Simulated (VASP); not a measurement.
## ScCdC4N4: single point with PBE

The system is ScCdC4N4.

```
Sc Cd C N
1.0
     7.48260    0.00000    0.00000
     0.00000    7.48260    0.00000
     0.00000    0.00000    3.24186
Sc Cd C N
1 1 4 4
Direct
  0.50000 0.50000 0.00000
  0.00000 0.00000 0.00000
  0.18909 0.81091 0.00000
  0.81091 0.18909 0.00000
  0.18909 0.18909 0.00000
  0.81091 0.81091 0.00000
  0.29966 0.70034 0.00000
  0.70034 0.29966 0.00000
  0.29966 0.29966 0.00000
  0.70034 0.70034 0.00000
```

```
Program             : VASP 6.6.1
Task                : single point
Functional          : PBE
Potentials or basis : VASP PAW PBE potentials, release 64 (Sc_sv, Cd, C, N)
Cutoff              : 520 eV
k mesh              : 2 × 2 × 6
Occupations         : gaussian, width 0.1 eV
Spin                : no spin polarisation
```

| Property | Result |
| --- | --- |
| Pressure | 13.9 GPa |
| Largest force | 3.696 eV/Å |
| Band gap on the k mesh | zero (an odd number of electrons rules out a gap without spin polarisation) |

Forces on the atoms (eV/Å):
```
Sc   0.000  0.000  0.000
Cd   0.000  0.000  0.000
C    2.614 -2.614  0.000
C   -2.614  2.614  0.000
C    2.614  2.614  0.000
C   -2.614 -2.614  0.000
N    0.090 -0.090  0.000
N   -0.090  0.090  0.000
N    0.090  0.090  0.000
N   -0.090 -0.090  0.000
```

Stress tensor (GPa, compression positive):
```
19.13  0.00  0.00
 0.00 19.13  0.00
 0.00  0.00  3.46
```

Levels at points of the mesh, in eV from the Fermi level:
```csv
k point,band 26,band 27,band 28,band 29,band 30,band 31,band 32,band 33,band 34,band 35
"(0.00, 0.00, 0.00)",-3.67,-3.67,-3.55,-0.58,-0.57,0.84,2.42,2.42,3.55,3.55
"(0.50, 0.00, 0.00)",-3.71,-3.64,-3.51,-0.56,-0.47,1.25,2.18,2.42,2.74,4.13
"(0.50, 0.50, 0.00)",-3.68,-3.67,-3.67,-0.72,-0.45,1.69,2.42,2.42,3.31,3.53
"(0.00, 0.00, 0.50)",-4.05,-4.05,-3.67,-0.69,-0.11,0.63,0.63,1.27,3.50,3.69
"(0.50, 0.00, 0.50)",-4.27,-3.96,-3.72,-0.84,0.04,0.73,1.58,1.59,1.95,2.98
"(0.50, 0.50, 0.50)",-4.04,-3.70,-3.70,-0.17,-0.10,0.65,0.65,1.80,1.95,3.82
```

Wall time 66 s on 1 thread of Intel(R) Xeon(R) 6975P-C (Granite Rapids), on a shared host, peak memory 0.3 GiB.

Caveat: the k points lie up to 0.42 Å⁻¹ apart, too coarse for converged energies and pressures of a metal; forces of over 1 eV/Å act on the atoms, so gaps and moduli don't describe the material at rest.
